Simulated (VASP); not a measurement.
# Na15S8 (a cell with a defect) in VASP: relaxation of the atoms with PBE

Aim: the relaxation of the atoms of Na15S8 (a cell with a defect) with PBE.

All numbers are computed with VASP 6.6.1; they aren't measurements. Logs are shortened: lines on timing, memory, paths and dates and some standing lists are left out, and cuts for length are marked.

## Step 1: The cell of the first run

The cell holds a defect, 23 atoms: a = 9.288 Å, b = 9.288 Å, c = 9.288 Å, α = 60.00°, β = 60.00°, γ = 60.00°.

## Step 2: Relaxation of the atoms, PBE

INCAR reads:

```
SYSTEM = Na15S8
  PREC = Accurate
  ENCUT = 450
  EDIFF = 1E-7
  ISMEAR = 0
  SIGMA = 0.05
  LREAL = .FALSE.
  LASPH = .TRUE.
  NELM = 120
  ALGO = Normal
  ISIF = 2
  LWAVE = .FALSE.
  LCHARG = .FALSE.
  GGA = PE
  IBRION = 2
  NSW = 70
  EDIFFG = -0.02
  GGA_COMPAT = .FALSE.
  NELMIN = 4
  KPAR = 4
```

KPOINTS reads:

```
Automatic mesh
0
G
  4 4 4
  0 0 0
```

POSCAR reads:

```
Na15S8
1.0
   -6.5678008208      6.5678008208      0.0000000000
   -6.5678008208      0.0000000000      6.5678008208
    0.0000000000      6.5678008208      6.5678008208
Na S
15 8
Direct
    0.3750000000      0.8750000000      0.3750000000
    0.8750000000      0.3750000000      0.3750000000
    0.8750000000      0.8750000000      0.8750000000
    0.3750000000      0.3750000000      0.3750000000
    0.3750000000      0.8750000000      0.8750000000
    0.8750000000      0.3750000000      0.8750000000
    0.3750000000      0.3750000000      0.8750000000
    0.6250000000      0.6250000000      0.1250000000
    0.1250000000      0.6250000000      0.1250000000
    0.6250000000      0.1250000000      0.1250000000
    0.6250000000      0.6250000000      0.6250000000
    0.1250000000      0.1250000000      0.1250000000
    0.1250000000      0.6250000000      0.6250000000
    0.6250000000      0.1250000000      0.6250000000
    0.1250000000      0.1250000000      0.6250000000
    0.0000000000      0.0000000000      0.0000000000
    0.5000000000      0.0000000000      0.0000000000
    0.0000000000      0.5000000000      0.0000000000
    0.0000000000      0.0000000000      0.5000000000
    0.5000000000      0.5000000000      0.0000000000
    0.5000000000      0.0000000000      0.5000000000
    0.0000000000      0.5000000000      0.5000000000
    0.5000000000      0.5000000000      0.5000000000
```

Potentials or basis: VASP PAW PBE potentials, release 64 (Na_pv, S).

Started as:

```console
$ cat potpaw_PBE.64/Na_pv/POTCAR potpaw_PBE.64/S/POTCAR > POTCAR
$ mpirun -np 4 vasp_std > vasp.out
```

OUTCAR:

```text
SYSTEM = Na15S8
   PREC = Accurate
   ENCUT = 450
   EDIFF = 1E-7
   ISMEAR = 0
   LREAL = .FALSE.
   LASPH = .TRUE.
   NELM = 120
   ISIF = 2
   GGA = PE
   IBRION = 2
   NSW = 70
   EDIFFG = -0.02
   NELMIN = 4

 ion  position               nearest neighbor table
   1  0.375  0.875  0.375-
   2  0.875  0.375  0.375-
   3  0.875  0.875  0.875-
   4  0.375  0.375  0.375-
   5  0.375  0.875  0.875-
   6  0.875  0.375  0.875-
[... 15 lines left out ...]
  22  0.000  0.500  0.500-
  23  0.500  0.500  0.500-

  LATTYP: Found a face centered cubic cell.
 ALAT       =    13.1356016416

  Lattice vectors:

 A1 = (  -6.5678008208,   6.5678008208,   0.0000000000)
 A2 = (  -6.5678008208,   0.0000000000,   6.5678008208)
 A3 = (   0.0000000000,   6.5678008208,   6.5678008208)

Analysis of symmetry for initial positions (statically):
=====================================================================
 Subroutine PRICEL returns:
 Original cell was already a primitive cell.

 Routine SETGRP: Setting up the symmetry group for a
 face centered cubic supercell.

 Subroutine GETGRP returns: Found 24 space group operations
 (whereof  6 operations were pure point group operations)
 out of a pool of 48 trial point group operations.

The static configuration has the point symmetry C_3v.
 The point group associated with its full space group is T_d .

Analysis of symmetry for dynamics (positions and initial velocities):
=====================================================================
 Subroutine PRICEL returns:
 Original cell was already a primitive cell.

 Routine SETGRP: Setting up the symmetry group for a
 face centered cubic supercell.

 Subroutine GETGRP returns: Found 24 space group operations
 (whereof  6 operations were pure point group operations)
 out of a pool of 48 trial point group operations.

The dynamic configuration has the point symmetry C_3v.
 The point group associated with its full space group is T_d .

 Subroutine INISYM returns: Found 24 space group operations
 (whereof  6 operations are pure point group operations),
 and found     1 'primitive' translations

----------------------------------------------------------------------------------------

                                     Primitive cell

  volume of cell :     566.6174

  direct lattice vectors                    reciprocal lattice vectors
    -6.567800821  6.567800821  0.000000000    -0.076128983  0.076128983 -0.076128983
    -6.567800821  0.000000000  6.567800821    -0.076128983 -0.076128983  0.076128983
     0.000000000  6.567800821  6.567800821     0.076128983  0.076128983  0.076128983

  length of vectors
     9.288272996  9.288272996  9.288272996     0.131859267  0.131859267  0.131859267

  position of ions in fractional coordinates (direct lattice)
     0.375000000  0.875000000  0.375000000
     0.875000000  0.375000000  0.375000000
     0.875000000  0.875000000  0.875000000
     0.375000000  0.375000000  0.375000000
     0.375000000  0.875000000  0.875000000
     0.875000000  0.375000000  0.875000000
[... 15 lines left out ...]
     0.000000000  0.500000000  0.500000000
     0.500000000  0.500000000  0.500000000

  ion indices of the primitive-cell ions
   primitive index   ion index
                 1           1
                 2           2
                 3           3
                 4           4
                 5           5
                 6           6
[... 15 lines left out ...]
                22          22
                23          23

----------------------------------------------------------------------------------------

 KPOINTS: Automatic mesh

Automatic generation of k-mesh.
 Grid dimensions read from file:
 generate k-points for:    4    4    4

 Generating k-lattice:

  Cartesian coordinates                     Fractional coordinates (reciprocal lattice)
    -0.019032246  0.019032246 -0.019032246     0.250000000  0.000000000  0.000000000
    -0.019032246 -0.019032246  0.019032246     0.000000000  0.250000000  0.000000000
     0.019032246  0.019032246  0.019032246     0.000000000  0.000000000  0.250000000

  Length of vectors
     0.032964817  0.032964817  0.032964817

  Shift w.r.t. Gamma in fractional coordinates (k-lattice)
     0.000000000  0.000000000  0.000000000

 Subroutine IBZKPT returns following result:
 ===========================================

 Found      8 irreducible k-points:

 Following reciprocal coordinates:
            Coordinates               Weight
  0.000000  0.000000  0.000000      1.000000
  0.250000  0.000000  0.000000      8.000000
  0.500000  0.000000  0.000000      4.000000
  0.250000  0.250000  0.000000      6.000000
  0.500000  0.250000  0.000000     24.000000
 -0.250000  0.250000  0.000000     12.000000
  0.500000  0.500000  0.000000      3.000000
 -0.250000  0.500000  0.250000      6.000000
   k-points           NKPTS =      8   k-points in BZ     NKDIM =      8   number of bands    NBANDS=     91
   number of dos      NEDOS =    301   number of ions     NIONS =     23
   total plane-waves  NPLWV = 262144
   dimension x,y,z NGX =    64 NGY =   64 NGZ =   64
   dimension x,y,z NGXF=   128 NGYF=  128 NGZF=  128
   ions per type =              15   8
   NGX,Y,Z   is equivalent  to a cutoff of  11.46, 11.46, 11.46 a.u.
   NGXF,Y,Z  is equivalent  to a cutoff of  22.91, 22.91, 22.91 a.u.
 SYSTEM =  Na15S8
   PREC   = accura    normal or accurate (medium, high low for compatibility)
   ISTART =      0    job   : 0-new  1-cont  2-samecut
   ICHARG =      2    charge: 1-file 2-atom 10-const
   ISPIN  =      1    spin polarized calculation?
   LNONCOLLINEAR =      F non collinear calculations
   LSORBIT =      F    spin-orbit coupling
   LASPH  =      T    aspherical Exc in radial PAW
   ENCUT  =  450.0 eV  33.07 Ry    5.75 a.u.  16.07 16.07 16.07*2*pi/ulx,y,z
   NELM   =    120;   NELMIN=  4; NELMDL= -5     # of ELM steps
   EDIFF  = 0.1E-06   stopping-criterion for ELM
   LREAL  =      F    real-space projection
   EDIFFG = -.2E-01   stopping-criterion for IOM
   NSW    =     70    number of steps for IOM
   IBRION =      2    ionic relax: 0-MD 1-quasi-New 2-CG
   NFREE  =      1    steps in history (QN), initial steepest desc. (CG)
   ISIF   =      2    stress and relaxation
   ISYM   =      2    0-nonsym 1-usesym 2-fastsym
   POTIM  = 0.5000    time-step for ionic-motion
   TEBEG  =    0.0;   TEEND  =   0.0 temperature during run
   PSTRESS=    0.0 pullay stress
   NELECT =     153.0000    total number of electrons
   NUPDOWN=      -1.0000    fix difference up-down
   EMIN   =  10.00;   EMAX   =-10.00  energy-range for DOS
   EFERMI =   0.00;   METHOD = LEGACY
   ISMEAR =     0;   SIGMA  =   0.05  broadening in eV -4-tet -1-fermi 0-gaus
   EFERMI_NEDOS =   21; number of points for ismear=-14 and -15
   IALGO  =     38    algorithm
   IMIX   =      4    mixing-type and parameters
     AMIX     =   0.40;   BMIX     =  1.00
     AMIX_MAG =   1.60;   BMIX_MAG =  1.00
  volume/ion in A,a.u.               =      24.64       166.25
  Fermi-wavevector in a.u.,A,eV,Ry     =   1.058137  1.999589 15.233823  1.119654
  Thomas-Fermi vector in A             =   2.193436
   LORBIT       =      0    0 simple, 1 ext, 2 COOP (PROOUT), +10 PAW based schemes
   GGA     = PE    functional components
   LHFCALC =     F    Hartree Fock is set to
   AEXX    =    0.0000 exact exchange contribution
   IVDW    =     0    specifies the selected vdW correction
   LEPSILON=     F    determine dielectric tensor
   LRPA    =     F    only Hartree local field effects (RPA)
 conjugate gradient relaxation of ions
 non-spin polarized calculation
 Gauss-broadening in eV      SIGMA  =   0.05
  energy-cutoff  :      450.00
  volume of cell :      566.62
 maximum number of plane-waves:     12339
   NGX = 33   NGY = 33   NGZ = 33

--------------------------------------- Ionic step        1  -------------------------------------------

 number of electron     152.9999868 magnetization

 Free energy of the ion-electron system (eV)
  ---------------------------------------------------
  ext. energy  EPLUGINS =         0.00000000
  ---------------------------------------------------
  free energy    TOTEN  =       -75.37586961 eV

  energy without entropy =      -75.34420917  energy(sigma->0) =      -75.36003939

------------------------ aborting loop because EDIFF is reached ----------------------------------------

  FORCE on cell =-STRESS in cart. coord.  units (eV):
  Direction    XX          YY          ZZ          XY          YZ          ZX
  --------------------------------------------------------------------------------------
  -------------------------------------------------------------------------------------
  Total       -0.7271538     -0.7271538     -0.7271538      0.0000000     -0.0000000     -0.0000000
  in kB       -2.0561130     -2.0561130     -2.0561130      0.0000000     -0.0000000     -0.0000000
  external PRESSURE =      -2.0561130 kB  Pullay stress =       0.0000000 kB
[... 441 lines left out ...]
  energy  without entropy=      -75.5384637233  energy(sigma->0) =      -75.55482304

--------------------------------------- Ionic step        9  -------------------------------------------

 number of electron     152.9999982 magnetization

 Free energy of the ion-electron system (eV)
  ---------------------------------------------------
  ext. energy  EPLUGINS =         0.00000000
  ---------------------------------------------------
  free energy    TOTEN  =       -75.57243942 eV

  energy without entropy =      -75.53963203  energy(sigma->0) =      -75.55603573

 E-fermi :  -0.1073     XC(G=0):  -7.6114

 val. band max:       -0.1222519037   @ k =   0.5000   0.0000   0.0000
 cond. band min:      -0.0977514700   @ k =   0.2500   0.0000   0.0000
 fundamental gap:      0.0245004337
 Fermi energy:        -0.1072561083

 k-point     1 :       0.0000    0.0000    0.0000
  band No.  band energies     occupation
      1     -22.3868      2.00000
      2     -22.3868      2.00000
      3     -22.3868      2.00000
      4     -22.3834      2.00000
      5     -22.3834      2.00000
      6     -22.3834      2.00000
[... 717 lines left out ...]
     87       6.2279      0.00000
     88       6.2327      0.00000
 [bands above 88 left out]

------------------------ aborting loop because EDIFF is reached ----------------------------------------

  FORCE on cell =-STRESS in cart. coord.  units (eV):
  Direction    XX          YY          ZZ          XY          YZ          ZX
  --------------------------------------------------------------------------------------
  -------------------------------------------------------------------------------------
  Total       -0.2499757     -0.2499757     -0.2499757      0.0000000      0.0000000      0.0000000
  in kB       -0.7068358     -0.7068358     -0.7068358      0.0000000      0.0000000      0.0000000
  external PRESSURE =      -0.7068358 kB  Pullay stress =       0.0000000 kB
[... 38 lines left out ...]
  FREE ENERGIE OF THE ION-ELECTRON SYSTEM (eV)
  ---------------------------------------------------
  free  energy   TOTEN  =       -75.5724394213 eV

  energy  without entropy=      -75.5396320343  energy(sigma->0) =      -75.55603573

 reached required accuracy - stopping structural energy minimisation
```

Wall time 21 min (4 MPI ranks of AMD EPYC 7R43 (Zen 3), shared host); peak memory 0.73 GiB.

Results:

- Free energy: -75.5724 eV
- Energy gained by relaxing: 8.5 meV/atom
- Ionic steps: 9
- Pressure after relaxing: -0.1 GPa
- Largest force after relaxing: 0.017 eV/Å

Forces in eV/Å, atoms in the order of the input:
```
Na   0.000  0.000  0.009
Na   0.000  0.009  0.000
Na  -0.009  0.000  0.000
Na   0.009  0.000  0.000
Na   0.000 -0.009  0.000
Na   0.000  0.000 -0.009
Na   0.000  0.000  0.000
Na   0.000  0.000  0.000
Na   0.000  0.000  0.006
Na   0.000  0.006  0.000
Na  -0.006  0.000  0.000
Na   0.006  0.000  0.000
Na   0.000 -0.006  0.000
Na   0.000  0.000 -0.006
Na   0.000  0.000  0.000
S   -0.010 -0.010 -0.010
S   -0.003 -0.003  0.003
S   -0.003  0.003 -0.003
S   -0.010  0.010  0.010
S    0.003 -0.003 -0.003
S    0.010 -0.010  0.010
S    0.010  0.010 -0.010
S    0.003  0.003  0.003
```

The path:
| step | energy change (eV) | largest force (eV/Å) | pressure (GPa) |
| --- | --- | --- | --- |
| 1 | 0.0000 | 0.3456 | -0.21 |
| 2 | -0.0404 | 0.2880 | -0.19 |
| 3 | -0.1276 | 0.1786 | -0.12 |
| 4 | -0.1387 | 0.3418 | 0.04 |
| 5 | -0.1619 | 0.1232 | -0.04 |
| 6 | -0.1762 | 0.0923 | -0.06 |
| 7 | -0.1953 | 0.0319 | -0.08 |
| 8 | -0.1953 | 0.0350 | -0.08 |
| 9 | -0.1966 | 0.0167 | -0.07 |

Final structure:
```
Na S
1.0
    -6.56780    6.56780    0.00000
    -6.56780    0.00000    6.56780
     0.00000    6.56780    6.56780
Na S
15 8
Direct
  0.37517 0.87483 0.37483
  0.87483 0.37517 0.37483
  0.87483 0.87483 0.87517
  0.37517 0.37517 0.37483
  0.37517 0.87483 0.87517
  0.87483 0.37517 0.87517
  0.37500 0.37500 0.87500
  0.62500 0.62500 0.12500
  0.11226 0.63774 0.13774
  0.63774 0.11226 0.13774
  0.63774 0.63774 0.61226
  0.11226 0.11226 0.13774
  0.11226 0.63774 0.61226
  0.63774 0.11226 0.61226
  0.12500 0.12500 0.62500
  0.00409 0.00409 0.98772
  0.50033 0.99900 0.00033
  0.99900 0.50033 0.00033
  0.00409 0.00409 0.50409
  0.50033 0.50033 0.00033
  0.48772 0.00409 0.50409
  0.00409 0.48772 0.50409
  0.50033 0.50033 0.49900
```
